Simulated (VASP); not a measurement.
Write the native input for VASP 6.6.1 that does the following.

```
Task                   : relaxation of cell and atoms
Functional             : PBEsol
Potentials or basis    : VASP PAW PBE potentials, release 64 (Cu)
Cutoff                 : 600 eV
k mesh                 : 12 × 12 × 7
Occupations            : fermi-dirac, width 0.05 eV
Spin                   : no spin polarisation
Target pressure        : 2 GPa
Dipole correction      : no
Further INCAR settings : ALGO = Fast; EDIFF = 1e-06; IBRION = 2; EDIFFG = -0.01; NSW = 60; ISIF = 3
```

The structure of Cu lies in POSCAR:

```
Cu
1.0
    2.5340966698      0.0000000000      0.0000000000
   -1.2670483349      2.1945920917      0.0000000000
    0.0000000000      0.0000000000      4.1125710000
Cu
2
Direct
    0.6666666667      0.3333333333      0.7500000000
    0.3333333333      0.6666666667      0.2500000000
```

This isn't the form of Cu at room conditions, which is fcc.

One way to write it, as run:

INCAR

```
SYSTEM = Cu
PREC     = Accurate       ! precision mode
ENCUT    = 600            ! plane-wave cutoff, eV
EDIFF    = 1E-6           ! SCF threshold, eV
ISMEAR   = -1             ! smearing method
SIGMA    = 0.05           ! smearing width, eV
LREAL    = .FALSE.        ! projectors in reciprocal space
LASPH    = .TRUE.         ! aspherical terms in the spheres
NELM     = 60             ! most SCF steps
ALGO     = Fast           ! electronic algorithm
ISIF     = 3              ! what is computed and relaxed
LWAVE    = .FALSE.        ! write WAVECAR
LCHARG   = .FALSE.        ! write CHGCAR
GGA      = PS             ! functional
IBRION   = 2              ! ionic algorithm
NSW      = 60             ! ionic steps
EDIFFG   = -0.01          ! ionic threshold
PSTRESS  = 20.0
```

KPOINTS

```
regular mesh
0
G
  12 12 7
  0 0 0
```

Potentials or basis: VASP PAW PBE potentials, release 64 (Cu).

Run with:

```bash
$ cat potpaw_PBE.64/Cu/POTCAR > POTCAR
$ mpirun -np 1 vasp_std > vasp.out
```

Results of the run:

```json
{
 "Relaxed volume": "11.25 Å³/atom",
 "Relaxed cell": "a = 2.519 Å, b = 2.519 Å, c = 4.094 Å, α = 90.00°, β = 90.00°, γ = 120.00°",
 "Space group after relaxing (to 0.1 Å)": "P6_3/mmc (No. 194)",
 "Energy change on relaxing (the run minimises the enthalpy)": "+0.8 meV/atom",
 "Ionic steps": "24",
 "Pressure after relaxing": "2.0 GPa",
 "Band gap on the k mesh": "zero (bands 11 and 12 overlap by 6.01 eV)"
}
```

Caveat: the cell is relaxed towards a set pressure, so the run minimises the enthalpy, not the energy; the PAW data sets were made with another functional, which shifts forces and pressure a little.

Run time: 6.7 min on 1 thread of Intel Xeon 8259CL (shared host), peak memory 0.16 GiB.
